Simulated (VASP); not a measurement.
The system is Ni.

```xyz
3
Lattice="3.9541 0.0000 0.0000 -1.9770 3.4243 0.0000 0.0000 0.0000 2.4238" Properties=species:S:1:pos:R:3 pbc="T T T"
Ni    0.0000    0.0000    0.0000
Ni    0.0000    2.2829    1.2119
Ni    1.9770    1.1414    1.2119
```

This isn't the form of Ni at room conditions, which is fcc.

* Program: VASP 6.6.1
* Task: relaxation of cell and atoms
* Functional: PBEsol
* Potentials or basis: VASP PAW PBE potentials, release 64 (Ni)
* Cutoff: 600 eV
* k mesh: 9 × 9 × 13
* Occupations: fermi-dirac, width 0.1 eV
* Spin: no spin polarisation

At the start: pressure -7.3 GPa; volume 10.94 Å³/atom.

Task: How do energy, volume and symmetry change on relaxing?

Result: Over 5 steps the energy falls by 12.2 meV/atom and the volume is 10.54 Å³/atom (-3.7 %); space group P6/mmm (No. 191, to 0.1 Å) before and after.

Step by step:
| step | energy change (eV) | largest force (eV/Å) | pressure (GPa) | volume (Å³) |
| --- | --- | --- | --- | --- |
| 1 | 0.0000 | 0.0000 | -7.25 | 32.82 |
| 2 | -0.0086 | 0.0000 | 8.58 | 30.52 |
| 3 | -0.0344 | 0.0000 | 0.50 | 31.54 |
| 4 | -0.0365 | 0.0000 | 0.09 | 31.61 |
| 5 | -0.0365 | 0.0000 | 0.07 | 31.61 |

Final structure:
```cif
data_structure
_symmetry_space_group_name_H-M 'P 1'
_symmetry_Int_Tables_number 1
_cell_length_a 3.9304
_cell_length_b 3.9304
_cell_length_c 2.3626
_cell_angle_alpha 90.000
_cell_angle_beta 90.000
_cell_angle_gamma 120.000
_cell_volume 31.61
loop_
_atom_site_label
_atom_site_type_symbol
_atom_site_fract_x
_atom_site_fract_y
_atom_site_fract_z
_atom_site_occupancy
Ni1 Ni 0.00000 0.00000 0.00000 1
Ni2 Ni 0.33333 0.66667 0.50000 1
Ni3 Ni 0.66667 0.33333 0.50000 1
```

Caveat: the PAW data sets were made with another functional, which shifts forces and pressure a little; the run has no spin polarisation, though such a crystal can be magnetic.
